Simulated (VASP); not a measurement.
Set up this calculation in VASP 6.6.1, as the native input.

| Item | Value |
| --- | --- |
| Task | single point |
| Functional | PBE |
| Potentials or basis | VASP PAW PBE potentials, release 64 (W_sv) |
| Cutoff | 520 eV |
| k mesh | 20 × 20 × 20 |
| Occupations | gaussian, width 0.15 eV |
| Spin | no spin polarisation |
| Dipole correction | no |
| Further INCAR settings | ALGO = Normal; EDIFF = 1e-06; NBANDS = 13 |

The structure of W lies in POSCAR:

```
W
1.0
   -1.5573675000      1.5573675000      1.5973000000
    1.5573675000     -1.5573675000      1.5973000000
    1.5573675000      1.5573675000     -1.5973000000
W
1
Direct
    0.0000000000      0.0000000000      0.0000000000
```

This cell differs from its parent crystal: strain -0.025 along x and y, +0.000 along z.

One way to write it, as run:

INCAR

```
  ALGO = Normal
  EDIFF = 1E-6
  ENCUT = 520
  GGA = PE
  ISIF = 2
  ISMEAR = 0
  LASPH = T
  LCHARG = F
  LREAL = F
  LWAVE = F
  NBANDS = 13
  NELM = 60
  PREC = Accurate
  SIGMA = 0.15
```

KPOINTS

```
k-points
0
Gamma
  20 20 20
```

Potentials or basis: VASP PAW PBE potentials, release 64 (W_sv).

The run is started by

```bash
$ cat potpaw_PBE.64/W_sv/POTCAR > POTCAR
$ mpirun -np 1 vasp_std > vasp.out
```

Results of the run:

The pressure is 14.1 GPa. The band gap on the k mesh is zero (bands 7 and 8 overlap by 6.33 eV).

Caveat: the cell differs from its parent crystal (strain -0.025 along x and y, +0.000 along z); the stress differs along the axes, from 8 to 17 GPa; spin-orbit coupling is left out, which moves the levels of the heavy elements.

Run time: 43 s on 1 thread of Intel(R) Xeon(R) Platinum 8488C (Sapphire Rapids), on a shared host, peak memory 0.22 GiB.
